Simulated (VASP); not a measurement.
Write the native input for VASP 6.6.1 that does the following.

```
Task                   : single point
Functional             : PBE
Potentials or basis    : VASP PAW PBE potentials, release 64 (Be)
Cutoff                 : 520 eV
k mesh                 : 24 × 24 × 14
Occupations            : gaussian, width 0.15 eV
Spin                   : no spin polarisation
Dipole correction      : no
Further INCAR settings : ALGO = Fast; EDIFF = 1e-06; NBANDS = 9
```

The structure of Be lies in POSCAR:

```
Be
1.0
    2.2995019849      0.0000000000      0.0000000000
   -1.1497509925      1.9914271350      0.0000000000
    0.0000000000      0.0000000000      3.6009000000
Be
2
Direct
    0.1826876006      0.3653752011      0.2500000000
    0.6666666667      0.3333333333      0.7500000000
```

This cell differs from its parent crystal: atom 1 (Be) moved by (-0.600, +0.000) A along y and z.

These files were run (other wordings do the same):

INCAR

```
SYSTEM = Be
PREC = Accurate
ENCUT = 520
EDIFF = 1E-6
ISMEAR = 0
SIGMA = 0.15
LREAL = .FALSE.
LASPH = .TRUE.
NELM = 100
ALGO = Fast
ISIF = 2
LWAVE = .FALSE.
LCHARG = .FALSE.
GGA = PE
NBANDS = 9
```

KPOINTS

```
regular mesh
0
G
  24 24 14
  0 0 0
```

Potentials or basis: VASP PAW PBE potentials, release 64 (Be).

Command:

```bash
$ cat potpaw_PBE.64/Be/POTCAR > POTCAR
$ mpirun -np 1 vasp_std > vasp.out
```

Results of the run:

* Pressure: -1.3 GPa
* Largest force: 0.190 eV/Å
* Band gap on the k mesh: zero (band 2 reaches 8.01 eV, above the bottom of band 3 at 5.89 eV)

Caveat: the cell differs from its parent crystal (atom 1 (Be) moved by (-0.600, +0.000) A along y and z).

Wall time 55 s on 1 thread of Intel(R) Xeon(R) 6975P-C (Granite Rapids), on a shared host, peak memory 0.26 GiB.
